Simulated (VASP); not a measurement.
Here is a VASP 6.6.1 calculation.

The input INCAR:

```
SYSTEM = Zr
PREC = Accurate
ENCUT = 600
EDIFF = 1E-7
ISMEAR = 0
SIGMA = 0.1
LREAL = .FALSE.
LASPH = .TRUE.
NELM = 100
ALGO = Normal
ISIF = 3
LWAVE = .FALSE.
LCHARG = .FALSE.
GGA = PE
IBRION = 2
NSW = 70
EDIFFG = -0.008
PSTRESS = 30.0
```

The input KPOINTS:

```
Automatic mesh
0
G
  16 16 16
  0 0 0
```

The input POSCAR:

```
Zr
1.0
    0.0000000000      2.2422118179      2.2422118179
    2.2422118179      0.0000000000      2.2422118179
    2.2422118179      2.2422118179      0.0000000000
Zr
1
Direct
    0.0000000000      0.0000000000      0.0000000000
```

Potentials or basis: VASP PAW PBE potentials, release 64 (Zr_sv).

Launch:

```console
$ cat potpaw_PBE.64/Zr_sv/POTCAR > POTCAR
$ mpirun -np 1 vasp_std > vasp.out
```

(1) Estimate the space group after relaxing (to 0.1 Å).

(2) Estimate the relaxed volume.

## Answers

(1) Fm-3m (No. 225).

(2) 22.48 Å³/atom.

Caveat: the cell is relaxed towards a set pressure, so the run minimises the enthalpy, not the energy.
